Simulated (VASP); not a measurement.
# La (Fm-3m) in VASP: notebook, part 2 of 2

VASP 6.6.1. The steps go on from the part before.

### 3 Electric field gradients, PBEsol

Contents of INCAR:

```
ALGO = Normal
EDIFF = 1E-8
ENCUT = 520
GGA = PS
ISIF = 2
ISMEAR = -1
LASPH = True
LCHARG = False
LEFG = True
LREAL = False
LWAVE = False
NBANDS = 12
NELM = 100
PREC = Accurate
SIGMA = 0.05
```

Contents of KPOINTS:

```
k-points
0
Gamma
  12 12 12
```

Contents of POSCAR:

```
La
1.0
    0.0000000000      2.6480000000      2.6480000000
    2.6480000000      0.0000000000      2.6480000000
    2.6480000000      2.6480000000      0.0000000000
La
1
Direct
    0.0000000000      0.0000000000      0.0000000000
```

Potentials or basis: VASP PAW PBE potentials, release 64 (La).

Launch:

```sh
> cat potpaw_PBE.64/La/POTCAR > POTCAR
> mpirun -np 1 vasp_std > vasp.out
```

OUTCAR:

```text
EDIFF = 1E-8
   ENCUT = 520
   GGA = PS
   ISIF = 2
   ISMEAR = -1
   LASPH = True
   LREAL = False
   NELM = 100
   PREC = Accurate

 ion  position               nearest neighbor table
   1  0.000  0.000  0.000-

  LATTYP: Found a face centered cubic cell.
 ALAT       =     5.2960000000

  Lattice vectors:

 A1 = (   0.0000000000,   2.6480000000,   2.6480000000)
 A2 = (   2.6480000000,   0.0000000000,   2.6480000000)
 A3 = (   2.6480000000,   2.6480000000,   0.0000000000)

Analysis of symmetry for initial positions (statically):
=====================================================================
 Subroutine PRICEL returns:
 Original cell was already a primitive cell.

 Routine SETGRP: Setting up the symmetry group for a
 face centered cubic supercell.

 Subroutine GETGRP returns: Found 48 space group operations
 (whereof 48 operations were pure point group operations)
 out of a pool of 48 trial point group operations.

The static configuration has the point symmetry O_h .

Analysis of symmetry for dynamics (positions and initial velocities):
=====================================================================
 Subroutine PRICEL returns:
 Original cell was already a primitive cell.

 Routine SETGRP: Setting up the symmetry group for a
 face centered cubic supercell.

 Subroutine GETGRP returns: Found 48 space group operations
 (whereof 48 operations were pure point group operations)
 out of a pool of 48 trial point group operations.

The dynamic configuration has the point symmetry O_h .

 Subroutine INISYM returns: Found 48 space group operations
 (whereof 48 operations are pure point group operations),
 and found     1 'primitive' translations

----------------------------------------------------------------------------------------

                                     Primitive cell

  volume of cell :      37.1350

  direct lattice vectors                    reciprocal lattice vectors
     0.000000000  2.648000000  2.648000000    -0.188821752  0.188821752  0.188821752
     2.648000000  0.000000000  2.648000000     0.188821752 -0.188821752  0.188821752
     2.648000000  2.648000000  0.000000000     0.188821752  0.188821752 -0.188821752

  length of vectors
     3.744837513  3.744837513  3.744837513     0.327048868  0.327048868  0.327048868

  position of ions in fractional coordinates (direct lattice)
     0.000000000  0.000000000  0.000000000

  ion indices of the primitive-cell ions
   primitive index   ion index
                 1           1

----------------------------------------------------------------------------------------

 KPOINTS: k-points

Automatic generation of k-mesh.
 Grid dimensions read from file:
 generate k-points for:   12   12   12

 Generating k-lattice:

  Cartesian coordinates                     Fractional coordinates (reciprocal lattice)
    -0.015735146  0.015735146  0.015735146     0.083333333  0.000000000  0.000000000
[... 71 lines left out ...]
   NUPDOWN=      -1.0000    fix difference up-down
   EMIN   =  10.00;   EMAX   =-10.00  energy-range for DOS
   EFERMI =   0.00;   METHOD = LEGACY
   ISMEAR =    -1;   SIGMA  =   0.05  broadening in eV -4-tet -1-fermi 0-gaus
   EFERMI_NEDOS =   21; number of points for ismear=-14 and -15
   IALGO  =     38    algorithm
   IMIX   =      4    mixing-type and parameters
     AMIX     =   0.40;   BMIX     =  1.00
     AMIX_MAG =   1.60;   BMIX_MAG =  1.00
  volume/ion in A,a.u.               =      37.14       250.60
  Fermi-wavevector in a.u.,A,eV,Ry     =   1.091301  2.062259 16.203683  1.190937
  Thomas-Fermi vector in A             =   2.227543
   LORBIT       =      0    0 simple, 1 ext, 2 COOP (PROOUT), +10 PAW based schemes
   GGA     = PS    functional components
   LHFCALC =     F    Hartree Fock is set to
   AEXX    =    0.0000 exact exchange contribution
   IVDW    =     0    specifies the selected vdW correction
   LEPSILON=     F    determine dielectric tensor
   LRPA    =     F    only Hartree local field effects (RPA)
 non-spin polarized calculation
  energy-cutoff  :      520.00
  volume of cell :       37.14
 maximum number of plane-waves:      1018
   NGX = 13   NGY = 13   NGZ = 13

 number of electron      10.9999999 magnetization

 Free energy of the ion-electron system (eV)
  ---------------------------------------------------
  ext. energy  EPLUGINS =         0.00000000
  ---------------------------------------------------
  free energy    TOTEN  =        -5.33048070 eV

  energy without entropy =       -5.31507788  energy(sigma->0) =       -5.32277929

 E-fermi :   7.7185     XC(G=0):  -9.6824

 val. band max:        7.7106964759   @ k =  -0.1667   0.2500   0.0833
 cond. band min:       7.7413963566   @ k =  -0.4167   0.2500   0.0000
 fundamental gap:      0.0306998807
 Fermi energy:         7.7185144622

 k-point     1 :       0.0000    0.0000    0.0000
  band No.  band energies     occupation
      1     -25.1045      2.00000
      2      -8.0344      2.00000
      3      -8.0344      2.00000
      4      -8.0344      2.00000
      5       4.4802      2.00000
      6       9.0639      0.00000
      7       9.2155      0.00000
      8       9.2155      0.00000
      9       9.2155      0.00000
     10       9.5621      0.00000
     11       9.5621      0.00000
     12       9.5621      0.00000
[... 331 lines left out ...]
 k-point    24 :      -0.4167    0.1667    0.0000
  band No.  band energies     occupation
      1     -24.8880      2.00000
      2      -9.3147      2.00000
      3      -8.4868      2.00000
      4      -8.2667      2.00000
      5       6.6449      2.00000
      6       7.9132      0.03991
      7       9.2666      0.00000
      8       9.2870      0.00000
      9       9.5279      0.00000
     10       9.5821      0.00000
     11       9.8242      0.00000
     12      10.0448      0.00000

 [... further k-points ...]

------------------------ aborting loop because EDIFF is reached ----------------------------------------

  FORCE on cell =-STRESS in cart. coord.  units (eV):
  Direction    XX          YY          ZZ          XY          YZ          ZX
  --------------------------------------------------------------------------------------
  -------------------------------------------------------------------------------------
  Total       -0.5417832     -0.5417832     -0.5417832      0.0000000      0.0000000      0.0000000
  in kB      -23.3750295    -23.3750295    -23.3750295      0.0000000      0.0000000      0.0000000
  external PRESSURE =     -23.3750295 kB  Pullay stress =       0.0000000 kB

 VOLUME and BASIS-vectors are now :
 -----------------------------------------------------------------------------
  energy-cutoff  :      520.00
  volume of cell :       37.14
      direct lattice vectors                 reciprocal lattice vectors
     0.000000000  2.648000000  2.648000000    -0.188821752  0.188821752  0.188821752
     2.648000000  0.000000000  2.648000000     0.188821752 -0.188821752  0.188821752
     2.648000000  2.648000000  0.000000000     0.188821752  0.188821752 -0.188821752

 POSITION                                       TOTAL-FORCE (eV/Angst)
 -----------------------------------------------------------------------------------
      0.00000      0.00000      0.00000         0.000000      0.000000     -0.000000
 -----------------------------------------------------------------------------------
    total drift:                                0.000000      0.000000      0.000000

  FREE ENERGIE OF THE ION-ELECTRON SYSTEM (eV)
  ---------------------------------------------------
  free  energy   TOTEN  =        -5.3304806952 eV

  energy  without entropy=       -5.3150778769  energy(sigma->0) =       -5.32277929

 Electric field gradients (V/A^2)
---------------------------------------------------------------------
 ion       V_xx      V_yy      V_zz      V_xy      V_xz      V_yz
---------------------------------------------------------------------
   1      -0.000     0.000    -0.000     0.000     0.000     0.000
---------------------------------------------------------------------

 Electric field gradients after diagonalization (V/A^2)
 (convention: |V_zz| > |V_xx| > |V_yy|)
----------------------------------------------------------------------
 ion       V_xx      V_yy      V_zz     asymmetry (V_yy - V_xx)/ V_zz
----------------------------------------------------------------------
   1      -0.000    -0.000     0.000       0.000
----------------------------------------------------------------------

           NMR quadrupolar parameters

 Cq : quadrupolar parameter    Cq=e*Q*V_zz/h
 eta: asymmetry parameters     (V_yy - V_xx)/ V_zz
 Q  : nuclear electric quadrupole moment in mb (millibarn)
----------------------------------------------------------------------
 ion       Cq(MHz)       eta       Q (mb)
----------------------------------------------------------------------
   1       0.000       0.000       1.000
----------------------------------------------------------------------
```

OSZICAR:

```text
N       E                     dE             d eps       ncg     rms          rms(c)
DAV:   1     0.957118737321E+02    0.95712E+02   -0.37486E+03  1752   0.117E+03
DAV:   2     0.108966800948E+01   -0.94622E+02   -0.90478E+02  2176   0.180E+02
DAV:   3    -0.505324292959E+01   -0.61429E+01   -0.58962E+01  2348   0.778E+01
DAV:   4    -0.534258067298E+01   -0.28934E+00   -0.28749E+00  3232   0.117E+01
DAV:   5    -0.535610314535E+01   -0.13522E-01   -0.13505E-01  3128   0.231E+00    0.200E+00
DAV:   6    -0.534055138690E+01    0.15552E-01   -0.73977E-03  3080   0.576E-01    0.117E+00
DAV:   7    -0.533049737142E+01    0.10054E-01   -0.72577E-03  3276   0.569E-01    0.590E-02
DAV:   8    -0.533046560629E+01    0.31765E-04   -0.25660E-04  3320   0.118E-01    0.122E-02
DAV:   9    -0.533047643882E+01   -0.10833E-04   -0.11707E-05  3400   0.298E-02    0.662E-03
DAV:  10    -0.533048084780E+01   -0.44090E-05   -0.40255E-06  2572   0.168E-02    0.204E-03
DAV:  11    -0.533048086119E+01   -0.13390E-07   -0.44004E-07  3332   0.474E-03    0.165E-03
DAV:  12    -0.533048062249E+01    0.23869E-06   -0.43215E-07  2924   0.470E-03    0.855E-04
DAV:  13    -0.533048072536E+01   -0.10287E-06   -0.32921E-08  3208   0.159E-03    0.466E-04
DAV:  14    -0.533048070642E+01    0.18946E-07   -0.18073E-08  2276   0.109E-03    0.458E-05
DAV:  15    -0.533048069521E+01    0.11210E-07   -0.10442E-09  1680   0.306E-04    0.104E-05
DAV:  16    -0.533048069520E+01    0.50022E-11   -0.38726E-10  1692   0.288E-04
   1 F= -.53304807E+01 E0= -.53227793E+01  d E =-.154028E-01
```

stdout:

```text
POSCAR found type information on POSCAR La
 POSCAR found :  1 types and       1 ions
 scaLAPACK will be used
 -----------------------------------------------------------------------------
|                                                                             |
|                                                                             |
|     You enforced a specific xc type in the INCAR file but a different       |
|     I HOPE YOU KNOW WHAT YOU ARE DOING!                                     |
|                                                                             |
 -----------------------------------------------------------------------------

 LDA part: xc-table for (Slater+PW92), standard interpolation
 POSCAR, INCAR and KPOINTS ok, starting setup
 FFT: planning ... GRIDC
 FFT: planning ... GRID_SOFT
 FFT: planning ... GRID
 WAVECAR not read
 entering main loop
ion   1
```

Wall time 39 s (1 thread of Intel Xeon Platinum 8259CL at 2.50GHz (Skylake/Cascade Lake), shared host); peak memory 0.19 GiB.

What came out:

```yaml
Free_energy: -5.3305 eV
Pressure: -2.3 GPa
Band_gap_on_the_k_mesh: zero (an odd number of electrons rules out a gap without spin polarisation)
Largest_electric_field_gradient_by_atom: zero within the noise of the run
```

Levels at points of the mesh, in eV from the Fermi level:
```
           k point  band 2  band 3  band 4  band 5  band 6  band 7  band 8  band 9
(0.00, 0.00, 0.00)  -15.75  -15.75  -15.75   -3.24    1.35    1.50    1.50    1.50
(0.50, 0.00, 0.00)  -17.16  -15.93  -15.93   -1.73    1.29    1.29    1.36    1.87
(0.50, 0.50, 0.00)  -17.06  -16.25  -16.25   -1.98   -1.38    1.93    1.93    1.94
```

Caveat: the PAW data sets were made with another functional, which shifts forces and pressure a little; spin-orbit coupling is left out, which moves the levels of the heavy elements.

### 4 Electric field gradients, r2SCAN

POSCAR is that of step 3.

Contents of INCAR.step1:

```
SYSTEM = La
  PREC = Accurate
  ENCUT = 520
  ISMEAR = -1
  SIGMA = 0.05
  LREAL = .FALSE.
  LASPH = .TRUE.
  NELM = 60
  NBANDS = 12
  GGA = PE
  ALGO = Normal
  EDIFF = 1E-4
  LWAVE = .TRUE.
  LCHARG = .FALSE.
```

Contents of INCAR.step2:

```
SYSTEM = La
  PREC = Accurate
  ENCUT = 520
  EDIFF = 1E-8
  ISMEAR = -1
  SIGMA = 0.05
  LREAL = .FALSE.
  LASPH = .TRUE.
  NELM = 60
  ALGO = Normal
  ISIF = 2
  LWAVE = .FALSE.
  LCHARG = .FALSE.
  METAGGA = R2SCAN
  LMIXTAU = .TRUE.
  LEFG = .TRUE.
  NBANDS = 12
  ISTART = 1
```

Contents of KPOINTS:

```
regular mesh
0
G
  12 12 12
  0 0 0
```

Potentials or basis: VASP PAW PBE potentials, release 64 (La).

Launch:

```sh
> cat potpaw_PBE.64/La/POTCAR > POTCAR
> cp INCAR.step1 INCAR
> mpirun -np 1 vasp_std > vasp.out
> cp INCAR.step2 INCAR
> mpirun -np 1 vasp_std > vasp.out
```

OUTCAR:

```text
SYSTEM = La
   PREC = Accurate
   ENCUT = 520
   EDIFF = 1E-8
   ISMEAR = -1
   LREAL = .FALSE.
   LASPH = .TRUE.
   NELM = 60
   ISIF = 2
   METAGGA = R2SCAN
   ISTART = 1

 ion  position               nearest neighbor table
   1  0.000  0.000  0.000-

  LATTYP: Found a face centered cubic cell.
 ALAT       =     5.2960000000

  Lattice vectors:

 A1 = (   0.0000000000,   2.6480000000,   2.6480000000)
 A2 = (   2.6480000000,   0.0000000000,   2.6480000000)
 A3 = (   2.6480000000,   2.6480000000,   0.0000000000)

[... 563 lines left out ...]
    total drift:                                0.000000     -0.000000     -0.000000

  FREE ENERGIE OF THE ION-ELECTRON SYSTEM (eV)
  ---------------------------------------------------
  free  energy   TOTEN  =       -29.7386539164 eV

  energy  without entropy=      -29.7237843341  energy(sigma->0) =      -29.73121913

 Electric field gradients (V/A^2)
---------------------------------------------------------------------
 ion       V_xx      V_yy      V_zz      V_xy      V_xz      V_yz
---------------------------------------------------------------------
   1      -0.000     0.000    -0.000     0.000     0.000     0.000
---------------------------------------------------------------------

 Electric field gradients after diagonalization (V/A^2)
 (convention: |V_zz| > |V_xx| > |V_yy|)
----------------------------------------------------------------------
 ion       V_xx      V_yy      V_zz     asymmetry (V_yy - V_xx)/ V_zz
----------------------------------------------------------------------
   1      -0.000    -0.000     0.000       0.000
----------------------------------------------------------------------

           NMR quadrupolar parameters

 Cq : quadrupolar parameter    Cq=e*Q*V_zz/h
 eta: asymmetry parameters     (V_yy - V_xx)/ V_zz
 Q  : nuclear electric quadrupole moment in mb (millibarn)
----------------------------------------------------------------------
 ion       Cq(MHz)       eta       Q (mb)
----------------------------------------------------------------------
   1       0.000       0.000       1.000
----------------------------------------------------------------------
```

OUTCAR.step1:

```text
SYSTEM = La
   PREC = Accurate
   ENCUT = 520
   ISMEAR = -1
   LREAL = .FALSE.
   LASPH = .TRUE.
[... 576 lines left out ...]
 -----------------------------------------------------------------------------------
      0.00000      0.00000      0.00000        -0.000000     -0.000000     -0.000000
 -----------------------------------------------------------------------------------
    total drift:                               -0.000000     -0.000000      0.000000

  FREE ENERGIE OF THE ION-ELECTRON SYSTEM (eV)
  ---------------------------------------------------
  free  energy   TOTEN  =        -4.8900324272 eV

  energy  without entropy=       -4.8746207718  energy(sigma->0) =       -4.88232660
```

Run time: 3 min. Hardware: 1 thread of Intel Xeon Platinum 8259CL at 2.50GHz (Skylake/Cascade Lake), shared host; peak memory 0.2 GiB.

What came out:

```
Free energy                             : -29.7387 eV
Pressure                                : -0.2 GPa
Band gap on the k mesh                  : zero (an odd number of electrons rules out a gap without spin polarisation)
Largest electric field gradient by atom : zero within the noise of the run
```

Levels at points of the mesh, in eV from the Fermi level:
```
           k point  band 2  band 3  band 4  band 5  band 6  band 7  band 8  band 9
(0.00, 0.00, 0.00)  -16.54  -16.54  -16.54   -3.30    1.54    1.68    1.68    1.68
(0.50, 0.00, 0.00)  -17.99  -16.72  -16.72   -1.75    1.45    1.45    1.55    2.08
(0.50, 0.50, 0.00)  -17.89  -17.05  -17.05   -2.08   -1.44    2.20    2.24    2.24
```

Caveat: the PAW data sets were made with another functional, which shifts forces and pressure a little; spin-orbit coupling is left out, which moves the levels of the heavy elements.

### 5 Overview

| level | potentials or basis | gap on the mesh (eV) | pressure (GPa) |
| --- | --- | --- | --- |
| LDA | VASP PAW LDA potentials, release 64 (La) | none | -3.7 |
| PBEsol | VASP PAW PBE potentials, release 64 (La) | none | -2.3 |
| r2SCAN | VASP PAW PBE potentials, release 64 (La) | none | -0.2 |

Alike in all rows: task electric field gradients; no spin polarisation; cell as given; k mesh 12 × 12 × 12; cutoff (eV) 520; smearing fermi-dirac 0.05 eV.

Caveats: spin-orbit coupling is left out, which moves the levels of the heavy elements; the PAW data sets were made with another functional, which shifts forces and pressure a little (at least some runs); the cell stands under tension (at least some runs).

Absolute energies hang on the potentials; compare differences alone.
